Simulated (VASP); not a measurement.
C, 2 atoms in the cell. The structure is trigonal, space group R-3m (No. 166). The conventional cell has a = 2.538 Å, b = 2.538 Å, c = 6.148 Å, α = 90.00°, β = 90.00°, γ = 120.00°. Within 2.0 Å of C (site symmetry 3m) lie 4 C at 1.54 to 1.55 Å.  This cell differs from its parent crystal: strained cell.

| Quantity | Value |
| --- | --- |
| Program | VASP 6.6.1 |
| Task | relaxation of the atoms |
| Functional | PBEsol |
| Potentials or basis | VASP PAW PBE potentials, release 64 (C) |
| Cutoff | 520 eV |
| k mesh | 9 × 9 × 9 |
| Occupations | gaussian, width 0.02 eV |
| Spin | no spin polarisation |
| Dipole correction | no |
| Further INCAR settings | ALGO = Normal; EDIFF = 1e-07; IBRION = 2; EDIFFG = -0.002; NSW = 60 |

Potentials or basis: VASP PAW PBE potentials, release 64 (C).

Launch:

```console
$ cat potpaw_PBE.64/C/POTCAR > POTCAR
$ mpirun -np 1 vasp_std > vasp.out
```

Hardware: 1 thread of Intel(R) Xeon(R) Platinum 8375C CPU @ 2.90GHz (Ice Lake) (shared host).

**Question.** How long does it take, and how much memory?

**Answer.** Wall time 8.4 s on 1 thread of Intel(R) Xeon(R) Platinum 8375C CPU @ 2.90GHz (Ice Lake), with other jobs on the host, peak memory 0.11 GiB. Counts: scf iterations 20, k points 85, ion steps 3.
